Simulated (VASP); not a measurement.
**Ta3Si3N: single point with PBE**

The system is Ta3Si3N.

```xyz
7
Lattice="4.9696 0.0000 0.0000 0.0000 4.9696 0.0000 0.0000 0.0000 4.9696" Properties=species:S:1:pos:R:3 pbc="T T T"
Ta    0.0000    2.4848    0.0000
Ta    0.0000    0.0000    2.4848
Ta    2.4848    0.0000    0.0000
Si    2.4848    0.0000    2.4848
Si    2.4848    2.4848    0.0000
Si    0.0000    2.4848    2.4848
N     2.4848    2.4848    2.4848
```

```json
{
 "Program": "VASP 6.6.1",
 "Task": "single point",
 "Functional": "PBE",
 "Potentials or basis": "VASP PAW PBE potentials, release 64 (Ta_pv, Si, N)",
 "Cutoff": "520 eV",
 "k mesh": "4 × 4 × 4",
 "Occupations": "gaussian, width 0.1 eV",
 "Spin": "no spin polarisation"
}
```

```yaml
Pressure: 0.1 GPa
Band_gap_on_the_k_mesh: zero (band 25 reaches 5.87 eV, above the bottom of band 26 at 5.42 eV)
```

Levels at points of the mesh, in eV from the Fermi level:
```tsv
k point	band 23	band 24	band 25	band 26	band 27	band 28
(0.00, 0.00, 0.00)	0.03	0.22	0.22	0.22	0.69	0.69
(0.50, 0.00, 0.00)	-1.04	-0.54	-0.40	0.42	0.79	0.79
(0.50, 0.50, 0.00)	-0.97	-0.90	-0.90	0.16	0.16	0.84
(0.50, 0.50, 0.50)	-0.27	-0.27	-0.23	-0.23	-0.23	0.16
```

Wall time 24 s on 1 thread of Intel(R) Xeon(R) 6975P-C (Granite Rapids) (shared host), peak memory 0.24 GiB.

Caveat: spin-orbit coupling is left out, which moves the levels of the heavy elements.
